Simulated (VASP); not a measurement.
CsCaBr3: single point with LDA

The system is CsCaBr3.

```xyz
5
Lattice="5.3721 0.0000 0.0000 0.0000 5.3721 0.0000 0.0000 0.0000 6.4465" Properties=species:S:1:pos:R:3 pbc="T T T"
Cs    0.0000    0.0000    0.0000
Ca    2.6860    2.6860    3.2232
Br    2.6860    0.0000    3.2232
Br    0.0000    2.6860    3.2232
Br    2.6860    2.6860    0.0000
```

This cell differs from its parent crystal: ratio of the length along z to the lengths across it x 1.2, volume and fractional coordinates fixed.

| Item | Value |
| --- | --- |
| Program | VASP 6.6.1 |
| Task | single point |
| Functional | LDA |
| Potentials or basis | VASP PAW LDA potentials, release 64 (Cs_sv, Ca_sv, Br) |
| Cutoff | 520 eV |
| k mesh | 6 × 6 × 6 |
| Occupations | gaussian, width 0.05 eV |
| Spin | no spin polarisation |

```json
{
 "Pressure": "-0.7 GPa",
 "Band gap on the k mesh": "3.71 eV (least direct gap 4.13 eV)"
}
```

Stress tensor (GPa, compression positive):
```
 1.03  0.00  0.00
 0.00  1.03  0.00
 0.00  0.00 -4.04
```

Levels at points of the mesh, in eV from the valence-band top:
```csv
k point,band 16,band 17,band 18,band 19,band 20,band 21,band 22,band 23,band 24,band 25
"(0.00, 0.00, 0.00)",-0.67,-0.67,-0.48,-0.42,-0.42,3.71,4.29,4.30,4.30,4.98
"(0.50, 0.00, 0.00)",-1.37,-1.28,-1.01,-0.72,-0.60,4.57,4.81,5.72,5.90,5.93
"(0.50, 0.50, 0.00)",-1.46,-1.24,-0.75,-0.75,0.00,5.01,5.91,5.91,6.37,6.89
"(0.00, 0.00, 0.50)",-0.98,-0.72,-0.72,-0.52,-0.52,4.35,4.97,4.97,5.37,5.67
"(0.50, 0.00, 0.50)",-1.33,-1.22,-1.19,-0.95,-0.48,5.05,5.72,6.03,6.04,6.24
"(0.50, 0.50, 0.50)",-1.63,-1.26,-0.36,-0.36,0.00,5.36,5.36,5.49,5.60,6.23
```

Wall time 71 s on 1 thread of Intel(R) Xeon(R) 6975P-C (Granite Rapids) (shared host), peak memory 0.36 GiB.

Caveat: the stress differs along the axes, from -4 to 1 GPa; spin-orbit coupling is left out, which moves the levels of the heavy elements. A k mesh can miss the band edges.
